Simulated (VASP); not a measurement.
The system is SiPb (wurtzite type).

```
Pb Si
1.0
     4.55586    0.00000    0.00000
    -2.27793    3.94549    0.00000
     0.00000    0.00000    7.42605
Pb Si
2 2
Direct
  0.33333 0.66667 0.00000
  0.66667 0.33333 0.50000
  0.33333 0.66667 0.37600
  0.66667 0.33333 0.87600
```

- Program: VASP 6.6.1
- Task: relaxation of cell and atoms
- Functional: PBE
- Potentials or basis: VASP PAW PBE potentials, release 64 (Pb_d, Si)
- Cutoff: 600 eV
- k mesh: 10 × 10 × 6
- Occupations: fermi-dirac, width 0.03 eV
- Spin: no spin polarisation

At the start: pressure -2.6 GPa; volume 33.37 Å³/atom.

**Question.** Where does the relaxation end?

**Answer.** Over 7 steps the energy falls by 22.2 meV/atom and the volume is 30.91 Å³/atom (-7.4 %); space group P6_3mc (No. 186, to 0.05 Å).

The path:
```csv
step,energy change (eV),largest force (eV/Å),pressure (GPa),volume (Å³)
1,0.0000,0.0243,-2.65,133.48
2,-0.0882,0.0446,0.18,123.12
3,-0.0885,0.0399,-0.01,123.63
4,-0.0885,0.0419,0.05,123.44
5,-0.0887,0.0147,0.07,123.41
6,-0.0887,0.0003,0.07,123.39
7,-0.0888,0.0010,-0.01,123.65
```

Final structure:
```
CELL_PARAMETERS angstrom
4.42991 0.00000 0.00000
-2.21496 3.83642 0.00000
0.00000 0.00000 7.27576
ATOMIC_POSITIONS crystal
Pb 0.33333 0.66667 0.00039
Pb 0.66667 0.33333 0.50039
Si 0.33333 0.66667 0.37561
Si 0.66667 0.33333 0.87561
```
